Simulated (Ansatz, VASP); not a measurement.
## Two plane-wave programs on TaH5

INCAR

```
ALGO = Normal
EDIFF = 1E-7
ENCUT = 520
GGA = PE
ISIF = 2
ISMEAR = 0
LASPH = True
LCHARG = False
LREAL = False
LWAVE = False
NBANDS = 17
NELM = 60
PREC = Accurate
SIGMA = 0.1
```

Contents of KPOINTS:

```
k-points
0
Gamma
  6 6 6
```

The input POSCAR:

```
TaH5
1.0
   -1.9374794900      2.5800728200      2.7552643900
    1.9374794900     -2.5800728200      2.7552643900
    1.9374794900      2.5800728200     -2.7552643900
Ta H
1 5
Direct
    0.0000000000      0.5000000000      0.5000000000
    0.7366126500      0.2366126500      0.5000000000
    0.2633873500      0.7633873500      0.5000000000
    0.0000000000      0.0000000000      0.0000000000
    0.5901049300      0.5901049300      0.0000000000
    0.4098950700      0.4098950700      0.0000000000
```

Input for Ansatz:

```yaml
crystal:
  lattice:
    - [-1.93747949, 2.58007282, 2.75526439]
    - [1.93747949, -2.58007282, 2.75526439]
    - [1.93747949, 2.58007282, -2.75526439]
  atoms:
    - { symbol: Ta, position: [0.0, 0.5, 0.5] }
    - { symbol: H, position: [0.73661265, 0.23661265, 0.5] }
    - { symbol: H, position: [0.26338735, 0.76338735, 0.5] }
    - { symbol: H, position: [0.0, 0.0, 0.0] }
    - { symbol: H, position: [0.59010493, 0.59010493, 0.0] }
    - { symbol: H, position: [0.40989507, 0.40989507, 0.0] }
basis:
  ecutwfc: 420
kpoints:
  mp_grid: { grid: [6, 6, 6] }
hamiltonian:
  xc: pbe
scf:
  occupations: { method: gaussian, width: 0.1 }
  lower_state_search: "off"
output:
  forces: true
  stress: true
  eigenvalues: true
```

Alike in both runs: task single point; functional PBE; k mesh 6 × 6 × 6; occupations gaussian, width 0.1 eV; no spin polarisation.

|  | VASP | Ansatz |
| --- | --- | --- |
| version | VASP 6.6.1 | Ansatz 0.2.0 |
| potentials or method | VASP PAW PBE potentials, release 64 (Ta_pv, H), cutoff 520 eV | scalar-relativistic, plane waves, PAW |
| valence electrons in the cell | 16 | 18 |

```csv
,VASP,Ansatz,Ansatz less VASP
gap on the k mesh at the Fermi level (eV),none,none,-
pressure (GPa),11.2,11.3,+0.15
"traceless stress, the component that is largest in VASP (GPa)",55.55,55.59,+0.045
rms of the force components (eV/Å),3.108,3.108,-0.0002
```

Atom by atom the forces differ by 0.003 eV/Å (rms over components). A gap of «none» marks a metal or a gap that the smearing closes. With one functional, cell and mesh, what is left measures potentials, basis and numerics. VASP's potentials hold 16 valence electrons a cell and Ansatz's 18, so a difference there can come from the potentials and not from the codes.

Spin-orbit coupling is off throughout.
